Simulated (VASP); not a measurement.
# TiC (I4mm) in VASP: notebook

The runs below take TiC through single point, with PBEsol.

All numbers are computed with VASP 6.6.1; they aren't measurements. Logs are shortened: lines on timing, memory, paths and dates and some standing lists are left out, and cuts for length are marked.

**1. The cell of the first run**

The structure is tetragonal, space group I4mm (No. 107). The conventional cell has a = 3.060 Å, b = 3.060 Å, c = 4.328 Å, α = 90.00°, β = 90.00°, γ = 90.00°. Ti (site symmetry 4mm) has 6 C at 1.90 to 2.43 Å within 2.5 Å. C (site symmetry 4mm) has 6 Ti at 1.90 to 2.43 Å within 2.5 Å.

**2. Single point, PBEsol**

INCAR

```
PREC     = Accurate       # precision mode
ENCUT    = 520            # plane-wave cutoff, eV
EDIFF    = 1E-6           # SCF threshold, eV
ISMEAR   = 0              # smearing method
SIGMA    = 0.15           # smearing width, eV
LREAL    = F              # projectors in reciprocal space
LASPH    = T              # aspherical terms in the spheres
NELM     = 80             # most SCF steps
ALGO     = Normal         # electronic algorithm
ISIF     = 2              # what is computed and relaxed
LWAVE    = F              # write WAVECAR
LCHARG   = F              # write CHGCAR
GGA      = PS             # functional
NBANDS   = 15             # bands
```

KPOINTS

```
Automatic mesh
0
Gamma
  18 18 18
```

POSCAR

```
TiC
1.0
    0.0000000000      2.1640000000      2.1640000000
    2.1640000000      0.0000000000      2.1640000000
    2.1640000000      2.1640000000      0.0000000000
Ti C
1 1
Direct
   -0.0606515712     -0.0606515712      0.0606515712
    0.5000000000      0.5000000000      0.5000000000
```

Potentials or basis: VASP PAW PBE potentials, release 64 (Ti_sv, C).

The run is started by

```console
> cat potpaw_PBE.64/Ti_sv/POTCAR potpaw_PBE.64/C/POTCAR > POTCAR
> mpirun -np 1 vasp_std > vasp.out
```

OUTCAR:

```text
PREC = Accurate
   ENCUT = 520
   EDIFF = 1E-6
   ISMEAR = 0
   LREAL = F
   LASPH = T
   NELM = 80
   ISIF = 2
   GGA = PS

 ion  position               nearest neighbor table
   1  0.939  0.939  0.061-   2 1.90   2 2.18   2 2.18   2 2.18   2 2.18   2 2.43
   2  0.500  0.500  0.500-   1 1.90   1 2.18   1 2.18   1 2.18   1 2.18   1 2.43

  LATTYP: Found a face centered cubic cell.
 ALAT       =     4.3280000000

  Lattice vectors:

 A1 = (   0.0000000000,   2.1640000000,   2.1640000000)
 A2 = (   2.1640000000,   0.0000000000,   2.1640000000)
 A3 = (   2.1640000000,   2.1640000000,   0.0000000000)

Analysis of symmetry for initial positions (statically):
=====================================================================
 Subroutine PRICEL returns:
 Original cell was already a primitive cell.

 Routine SETGRP: Setting up the symmetry group for a
 face centered cubic supercell.

 Subroutine GETGRP returns: Found  8 space group operations
 (whereof  8 operations were pure point group operations)
 out of a pool of 48 trial point group operations.

The static configuration has the point symmetry C_4v.

Analysis of symmetry for dynamics (positions and initial velocities):
=====================================================================
 Subroutine PRICEL returns:
 Original cell was already a primitive cell.

 Routine SETGRP: Setting up the symmetry group for a
 face centered cubic supercell.

 Subroutine GETGRP returns: Found  8 space group operations
 (whereof  8 operations were pure point group operations)
 out of a pool of 48 trial point group operations.

The dynamic configuration has the point symmetry C_4v.

 Subroutine INISYM returns: Found  8 space group operations
 (whereof  8 operations are pure point group operations),
 and found     1 'primitive' translations

----------------------------------------------------------------------------------------

                                     Primitive cell

  volume of cell :      20.2676

  direct lattice vectors                    reciprocal lattice vectors
     0.000000000  2.164000000  2.164000000    -0.231053604  0.231053604  0.231053604
     2.164000000  0.000000000  2.164000000     0.231053604 -0.231053604  0.231053604
     2.164000000  2.164000000  0.000000000     0.231053604  0.231053604 -0.231053604

  length of vectors
     3.060358149  3.060358149  3.060358149     0.400196582  0.400196582  0.400196582

  position of ions in fractional coordinates (direct lattice)
     0.939348429  0.939348429  0.060651571
     0.500000000  0.500000000  0.500000000

  ion indices of the primitive-cell ions
   primitive index   ion index
                 1           1
                 2           2

----------------------------------------------------------------------------------------

 KPOINTS: Automatic mesh

Automatic generation of k-mesh.
 Grid dimensions read from file:
 generate k-points for:   18   18   18

 Generating k-lattice:

  Cartesian coordinates                     Fractional coordinates (reciprocal lattice)
    -0.012836311  0.012836311  0.012836311     0.055555556  0.000000000  0.000000000
     0.012836311 -0.012836311  0.012836311     0.000000000  0.055555556  0.000000000
     0.012836311  0.012836311 -0.012836311     0.000000000  0.000000000  0.055555556

  Length of vectors
     0.022233143  0.022233143  0.022233143

  Shift w.r.t. Gamma in fractional coordinates (k-lattice)
     0.000000000  0.000000000  0.000000000

 Subroutine IBZKPT returns following result:
 ===========================================

 Found    480 irreducible k-points:

 Following reciprocal coordinates:
            Coordinates               Weight
  0.000000  0.000000  0.000000      1.000000
  0.055556  0.000000  0.000000      8.000000
  0.111111  0.000000  0.000000      8.000000
  0.166667  0.000000  0.000000      8.000000
  0.222222  0.000000  0.000000      8.000000
  0.277778  0.000000  0.000000      8.000000
[... 16 lines left out ...]
  0.388889  0.055556  0.000000      8.000000
  0.000000  0.388889  0.055556     16.000000
 [... further k-points ...]
   k-points           NKPTS =    480   k-points in BZ     NKDIM =    480   number of bands    NBANDS=     15
   number of dos      NEDOS =    301   number of ions     NIONS =      2
   total plane-waves  NPLWV =  13824
   dimension x,y,z NGX =    24 NGY =   24 NGZ =   24
   dimension x,y,z NGXF=    48 NGYF=   48 NGZF=   48
   ions per type =               1   1
   NGX,Y,Z   is equivalent  to a cutoff of  13.04, 13.04, 13.04 a.u.
   NGXF,Y,Z  is equivalent  to a cutoff of  26.07, 26.07, 26.07 a.u.
 SYSTEM =  unknown system
   PREC   = accura    normal or accurate (medium, high low for compatibility)
   ISTART =      0    job   : 0-new  1-cont  2-samecut
   ICHARG =      2    charge: 1-file 2-atom 10-const
   ISPIN  =      1    spin polarized calculation?
   LNONCOLLINEAR =      F non collinear calculations
   LSORBIT =      F    spin-orbit coupling
   LASPH  =      T    aspherical Exc in radial PAW
   ENCUT  =  520.0 eV  38.22 Ry    6.18 a.u.   5.69  5.69  5.69*2*pi/ulx,y,z
   NELM   =     80;   NELMIN=  2; NELMDL= -5     # of ELM steps
   EDIFF  = 0.1E-05   stopping-criterion for ELM
   LREAL  =      F    real-space projection
   EDIFFG = 0.1E-04   stopping-criterion for IOM
   NSW    =      0    number of steps for IOM
   IBRION =     -1    ionic relax: 0-MD 1-quasi-New 2-CG
   NFREE  =      0    steps in history (QN), initial steepest desc. (CG)
   ISIF   =      2    stress and relaxation
   ISYM   =      2    0-nonsym 1-usesym 2-fastsym
   POTIM  = 0.5000    time-step for ionic-motion
   TEBEG  =    0.0;   TEEND  =   0.0 temperature during run
   PSTRESS=    0.0 pullay stress
   NELECT =      16.0000    total number of electrons
   NUPDOWN=      -1.0000    fix difference up-down
   EMIN   =  10.00;   EMAX   =-10.00  energy-range for DOS
   EFERMI =   0.00;   METHOD = LEGACY
   ISMEAR =     0;   SIGMA  =   0.15  broadening in eV -4-tet -1-fermi 0-gaus
   EFERMI_NEDOS =   21; number of points for ismear=-14 and -15
   IALGO  =     38    algorithm
   IMIX   =      4    mixing-type and parameters
     AMIX     =   0.40;   BMIX     =  1.00
     AMIX_MAG =   1.60;   BMIX_MAG =  1.00
  volume/ion in A,a.u.               =      10.13        68.39
  Fermi-wavevector in a.u.,A,eV,Ry     =   1.513030  2.859212 31.147275  2.289260
  Thomas-Fermi vector in A             =   2.622876
   LORBIT       =      0    0 simple, 1 ext, 2 COOP (PROOUT), +10 PAW based schemes
   GGA     = PS    functional components
   LHFCALC =     F    Hartree Fock is set to
   AEXX    =    0.0000 exact exchange contribution
   IVDW    =     0    specifies the selected vdW correction
   LEPSILON=     F    determine dielectric tensor
   LRPA    =     F    only Hartree local field effects (RPA)
 non-spin polarized calculation
 Gauss-broadening in eV      SIGMA  =   0.15
  energy-cutoff  :      520.00
  volume of cell :       20.27
 maximum number of plane-waves:       568
   NGX = 11   NGY = 11   NGZ = 11

 number of electron      16.0000000 magnetization

 Free energy of the ion-electron system (eV)
  ---------------------------------------------------
  ext. energy  EPLUGINS =         0.00000000
  ---------------------------------------------------
  free energy    TOTEN  =       -19.45630824 eV

  energy without entropy =      -19.45461857  energy(sigma->0) =      -19.45546340

 E-fermi :   9.3048     XC(G=0): -12.8381

 val. band max:        9.3024106060   @ k =   0.5000   0.5000   0.0000
 cond. band min:       9.3182901406   @ k =   0.3333   0.2778   0.0556
 fundamental gap:      0.0158795346
 Fermi energy:         9.3047863191

 k-point     1 :       0.0000    0.0000    0.0000
  band No.  band energies     occupation
      1     -46.9679      2.00000
      2     -23.1093      2.00000
      3     -23.1061      2.00000
      4     -23.1061      2.00000
      5      -2.9865      2.00000
      6       8.8733      1.99995
      7       8.8733      1.99995
      8       9.0304      1.99032
      9      10.0108      0.00000
     10      11.0844      0.00000
     11      12.3635      0.00000
     12      12.3635      0.00000
     13      13.6262      0.00000
     14      19.5389      0.00000
     15      22.9937      0.00000

 k-point     2 :       0.0556    0.0000    0.0000
  band No.  band energies     occupation
      1     -46.9656      2.00000
      2     -23.1244      2.00000
      3     -23.1090      2.00000
      4     -23.1078      2.00000
      5      -2.9159      2.00000
      6       8.4919      2.00000
      7       8.8059      2.00000
      8       9.2068      1.64437
      9      10.0224      0.00000
     10      10.8819      0.00000
     11      12.2068      0.00000
     12      12.7305      0.00000
     13      13.8998      0.00000
     14      19.6694      0.00000
     15      23.0474      0.00000

 k-point     3 :       0.1111    0.0000    0.0000
  band No.  band energies     occupation
      1     -46.9590      2.00000
      2     -23.1710      2.00000
      3     -23.1137      2.00000
      4     -23.1125      2.00000
      5      -2.7079      2.00000
      6       7.9165      2.00000
      7       8.5756      2.00000
      8       9.1156      1.92551
      9      10.1156      0.00000
     10      10.6708      0.00000
     11      12.0189      0.00000
     12      13.4549      0.00000
     13      14.4699      0.00000
     14      20.0011      0.00000
     15      23.1518      0.00000
[... 343 lines left out ...]
 k-point    23 :       0.3889    0.0556    0.0000
  band No.  band energies     occupation
      1     -46.9020      2.00000
      2     -23.5468      2.00000
      3     -23.1611      2.00000
      4     -23.1555      2.00000
      5      -0.4086      2.00000
      6       4.5656      2.00000
      7       6.7681      2.00000
      8       6.8781      2.00000
      9      11.5106      0.00000
     10      12.0318      0.00000
     11      12.9974      0.00000
     12      16.2709      0.00000
     13      16.5996      0.00000
     14      19.7617      0.00000
     15      24.4103      0.00000

 k-point    24 :       0.0000    0.3889    0.0556
  band No.  band energies     occupation
      1     -46.9021      2.00000
      2     -23.5451      2.00000
      3     -23.1615      2.00000
      4     -23.1553      2.00000
      5      -0.4184      2.00000
      6       4.5441      2.00000
      7       6.6811      2.00000
      8       7.0433      2.00000
      9      11.5145      0.00000
     10      11.9236      0.00000
     11      12.8897      0.00000
     12      16.4571      0.00000
     13      16.7456      0.00000
     14      19.5392      0.00000
     15      24.7255      0.00000

 [... further k-points ...]

------------------------ aborting loop because EDIFF is reached ----------------------------------------

  FORCE on cell =-STRESS in cart. coord.  units (eV):
  Direction    XX          YY          ZZ          XY          YZ          ZX
  --------------------------------------------------------------------------------------
  -------------------------------------------------------------------------------------
  Total       -0.6253590     -0.6253590      2.3183416      0.0000000      0.0000000      0.0000000
  in kB      -49.4354204    -49.4354204    183.2678327      0.0000000      0.0000000      0.0000000
  external PRESSURE =      28.1323306 kB  Pullay stress =       0.0000000 kB

 VOLUME and BASIS-vectors are now :
 -----------------------------------------------------------------------------
  energy-cutoff  :      520.00
  volume of cell :       20.27
      direct lattice vectors                 reciprocal lattice vectors
     0.000000000  2.164000000  2.164000000    -0.231053604  0.231053604  0.231053604
     2.164000000  0.000000000  2.164000000     0.231053604 -0.231053604  0.231053604
     2.164000000  2.164000000  0.000000000     0.231053604  0.231053604 -0.231053604

 POSITION                                       TOTAL-FORCE (eV/Angst)
 -----------------------------------------------------------------------------------
      2.16400      2.16400      4.06550         0.000000      0.000000      2.880656
      2.16400      2.16400      2.16400         0.000000      0.000000     -2.880656
 -----------------------------------------------------------------------------------
    total drift:                                0.000000      0.000000      0.000280

  FREE ENERGIE OF THE ION-ELECTRON SYSTEM (eV)
  ---------------------------------------------------
  free  energy   TOTEN  =       -19.4563082353 eV

  energy  without entropy=      -19.4546185739  energy(sigma->0) =      -19.45546340
```

Run time: 2.1 min. Hardware: 1 thread of Intel Xeon 8259CL, shared host; peak memory 0.26 GiB.

Results:

| Property | Result |
| --- | --- |
| Free energy | -19.4563 eV |
| Pressure | 2.8 GPa |
| Largest force | 2.881 eV/Å |
| Band gap on the k mesh | zero (bands 8 and 9 overlap by 0.87 eV) |

Forces in eV/Å, atoms in the order of the input:
```
Ti   0.000  0.000  2.881
C    0.000  0.000 -2.881
```

Stress tensor (GPa, compression positive):
```
-4.94  0.00  0.00
 0.00 -4.94  0.00
 0.00  0.00 18.33
```

Caveat: the cell differs from its parent crystal (all Ti atoms moved +0.263 Å, as atom 1 towards its neighbour atom 2 (C) at 2.164 Å); the PAW data sets were made with another functional, which shifts forces and pressure a little.

**3. Single point, PBEsol**

INCAR

```
ALGO = Normal ; EDIFF = 1E-7
ENCUT = 520 ; GGA = PS
ISIF = 2 ; ISMEAR = 0
LASPH = T ; LCHARG = T
LELF = T ; LREAL = F
LVHAR = T ; LWAVE = F
NBANDS = 15 ; NELM = 80
PREC = Accurate ; SIGMA = 0.15
```

KPOINTS

```
k-points
0
Gamma
  18 18 18
```

Changes to POSCAR since step 2:

```diff
@@ -8,3 +8,3 @@
 Direct
-   -0.0606515712     -0.0606515712      0.0606515712
+   -0.0433225508     -0.0433225508      0.0433225508
     0.5000000000      0.5000000000      0.5000000000
```

Potentials or basis: VASP PAW PBE potentials, release 64 (Ti_sv, C).

The run is started by

```console
> cat potpaw_PBE.64/Ti_sv/POTCAR potpaw_PBE.64/C/POTCAR > POTCAR
> mpirun -np 1 vasp_std > vasp.out
```

It took 2.4 min on 1 thread of Intel Xeon 8259CL, shared host; peak memory 0.26 GiB.

The run converged. Its results:

```
Free energy            : -19.6314 eV
Pressure               : -1.6 GPa
Largest force          : 1.827 eV/Å
Band gap on the k mesh : zero (bands 8 and 9 overlap by 1.10 eV)
```

Forces on the atoms (eV/Å):
```
Ti   0.000  0.000  1.827
C    0.000  0.000 -1.827
```

Stress tensor (GPa, compression positive):
```
-5.25  0.00  0.00
 0.00 -5.25  0.00
 0.00  0.00  5.72
```

Levels at points of the mesh, in eV from the Fermi level:
```
           k point  band 4  band 5  band 6  band 7  band 8  band 9  band 10  band 11  band 12  band 13
(0.00, 0.00, 0.00)  -32.49  -12.39   -0.10   -0.10    0.17    0.62     1.69     2.48     2.48     3.46
(0.50, 0.00, 0.00)  -32.54   -8.91   -5.90   -2.92   -2.88    2.81     2.90     4.08     7.01     7.95
(0.50, 0.50, 0.00)  -32.67  -10.07   -3.36   -1.74   -0.07   -0.07     2.71     3.48     3.48     5.50
(0.00, 0.50, 0.50)  -32.67  -10.06   -3.50   -2.39   -0.28    0.72     3.07     3.47     3.48     5.82
```

Caveat: the cell differs from its parent crystal (all Ti atoms moved +0.188 Å, as atom 1 towards its neighbour atom 2 (C) at 2.164 Å); the PAW data sets were made with another functional, which shifts forces and pressure a little.
